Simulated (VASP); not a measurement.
A run of VASP 6.6.1:

INCAR

```
SYSTEM = TaMo4
  PREC = Accurate
  ENCUT = 520
  EDIFF = 1E-6
  ISMEAR = 0
  SIGMA = 0.1
  LREAL = .FALSE.
  LASPH = .TRUE.
  NELM = 60
  ALGO = Fast
  ISIF = 2
  LWAVE = .FALSE.
  LCHARG = .TRUE.
  GGA = PE
  LELF = .TRUE.
  LVHAR = .TRUE.
  NBANDS = 78
```

Contents of KPOINTS:

```
regular mesh
0
G
  4 4 4
  0 0 0
```

The input POSCAR:

```
TaMo4
1.0
    4.4456126360     -0.0527879015      0.5731845097
    0.0360093497      5.5523604404      0.2340911461
    1.3861681978      0.5990076684      6.7657565013
Ta Mo
2 8
Direct
    0.9999933796      0.4500012731      1.0000009705
    1.0000021519      0.9500001657      0.9999968129
    0.3981667111      0.2471532188      0.2036821586
    0.3981480077      0.7471389275      0.2037149403
    0.6018441709      0.1528364636      0.7963034288
    0.6018552193      0.6528717028      0.7962680407
    0.7989516065      0.0519421694      0.4021186998
    0.7989611946      0.5519132887      0.4020887178
    0.2010343385      0.3480597320      0.5979129160
    0.2010432200      0.8480830586      0.5979133146
```

Potentials or basis: VASP PAW PBE potentials, release 64 (Ta_pv, Mo_sv).

Run with:

```bash
$ cat potpaw_PBE.64/Ta_pv/POTCAR potpaw_PBE.64/Mo_sv/POTCAR > POTCAR
$ mpirun -np 1 vasp_std > vasp.out
```

Hardware: 1 thread of Oxide Virtual Turin-like Processor (shared host).

Question: How long does it take, and how much memory?

Answer: It took 10 min on 1 thread of Oxide Virtual Turin-like Processor, with other jobs on the host, peak memory 0.45 GiB. Counts: scf iterations 18, k points 36.
